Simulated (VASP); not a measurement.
A run of VASP 6.6.1:

File INCAR:

```
SYSTEM = ReOs2
ALGO = Fast
EDIFF = 1E-6
ENCUT = 520
GGA = PE
ISIF = 2
ISMEAR = 0
LASPH = .True.
LCHARG = .False.
LREAL = .False.
LWAVE = .False.
NBANDS = 18
NELM = 80
PREC = Accurate
SIGMA = 0.1
```

The input KPOINTS:

```
k-points
0
Gamma
  12 12 16
  0 0 0
```

File POSCAR:

```
ReOs2
1.0
    4.3352455799      0.0000000000      0.0000000000
   -2.1676227899      3.7544328038      0.0000000000
    0.0000000000      0.0000000000      2.7249266611
Re Os
1 2
Direct
    0.0000000000      0.0000000000      0.0000000000
    0.3333333333      0.6666666667      0.5000000000
    0.6666666667      0.3333333333      0.5000000000
```

Potentials or basis: VASP PAW PBE potentials, release 64 (Re, Os).

Command:

```sh
$ cat potpaw_PBE.64/Re/POTCAR potpaw_PBE.64/Os/POTCAR > POTCAR
$ mpirun -np 1 vasp_std > vasp.out
```

Hardware: 1 thread of Intel(R) Xeon(R) Platinum 8559C (Emerald Rapids), on a shared host.

How long does it take, and how much memory?

Wall time 83 s on 1 thread of Intel(R) Xeon(R) Platinum 8559C (Emerald Rapids), on a shared host, peak memory 0.26 GiB. Counts: scf iterations 16, k points 171.
